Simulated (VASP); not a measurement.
Here is a VASP 6.6.1 calculation.

INCAR

```
SYSTEM = AlN
ALGO = Normal
EDIFF = 1E-6
EDIFFG = -0.01
ENCUT = 520
IBRION = 2
ISIF = 2
ISMEAR = 0
LASPH = .TRUE.
LCHARG = .FALSE.
LREAL = .FALSE.
LWAVE = .FALSE.
NELM = 60
NSW = 50
PREC = Accurate
SIGMA = 0.05
```

The input KPOINTS:

```
k-points
0
G
  9 9 6
  0 0 0
```

File POSCAR:

```
AlN
1.0
    3.1504000000      0.0000000000      0.0000000000
   -1.5752000000      2.7283264321      0.0000000000
    0.0000000000      0.0000000000      4.5481000000
Al N
2 2
Direct
    0.3333333333      0.6666666667      0.0015210172
    0.6666666667      0.3333333333      0.5015210172
    0.3333333333      0.6666666667      0.3834789828
    0.6666666667      0.3333333333      0.8834789828
```

Potentials or basis: VASP PAW LDA potentials, release 64 (Al, N).

Launch:

```console
$ cat potpaw_LDA.64/Al/POTCAR potpaw_LDA.64/N/POTCAR > POTCAR
$ mpirun -np 1 vasp_std > vasp.out
```

Question: Estimate the energy gained by relaxing.

Answer: 65.8 meV/atom.

Question: Estimate the band gap on the k mesh.

Answer: 4.06 eV, direct.

Stress tensor (GPa, compression positive):
```
 2.16  0.00  0.00
 0.00  2.16  0.00
 0.00  0.00 17.39
```

A k mesh can miss the band edges.
